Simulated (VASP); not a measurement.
Crystal: InC3S.

```
In C S
1.0
     4.42365    0.00000    0.00000
     0.00000    4.42365    0.00000
     0.00000    0.00000    4.42365
In C S
1 3 1
Direct
  0.00000 0.00000 0.00000
  0.00000 0.50000 0.50000
  0.50000 0.50000 0.00000
  0.50000 0.00000 0.50000
  0.50000 0.50000 0.50000
```

| Quantity | Value |
| --- | --- |
| Program | VASP 6.6.1 |
| Task | relaxation of cell and atoms |
| Functional | PBE |
| Potentials or basis | VASP PAW PBE potentials, release 64 (In_d, C, S) |
| Cutoff | 600 eV |
| k mesh | 4 × 4 × 4 |
| Occupations | gaussian, width 0.1 eV |
| Spin | no spin polarisation |

At the start: pressure -18.2 GPa; volume 17.31 Å³/atom.

Q: How do energy, volume and symmetry change on relaxing?

A: Over 7 steps the energy falls by 786.4 meV/atom and the volume is 10.51 Å³/atom (-39.3 %); space group Pm-3m (No. 221, to 0.05 Å).

Step by step:
| step | energy change (eV) | largest force (eV/Å) | pressure (GPa) | volume (Å³) |
| --- | --- | --- | --- | --- |
| 1 | 0.0000 | 0.0000 | -18.24 | 86.56 |
| 2 | -3.0117 | 0.0000 | -20.75 | 64.14 |
| 3 | 45.9408 | 0.0000 | 1118.96 | 20.59 |
| 4 | -3.4022 | 0.0000 | -17.47 | 60.88 |
| 5 | -3.8335 | 0.0000 | 11.14 | 49.48 |
| 6 | -3.9271 | 0.0000 | -2.22 | 53.19 |
| 7 | -3.9321 | 0.0000 | -0.18 | 52.53 |

Final structure:
```
CELL_PARAMETERS angstrom
3.74504 0.00000 0.00000
0.00000 3.74504 0.00000
0.00000 0.00000 3.74504
ATOMIC_POSITIONS crystal
In 0.00000 0.00000 0.00000
C 0.00000 0.50000 0.50000
C 0.50000 0.50000 0.00000
C 0.50000 0.00000 0.50000
S 0.50000 0.50000 0.50000
```

Caveat: the volume moved by over 15 % at a fixed basis, so the end points are rough.
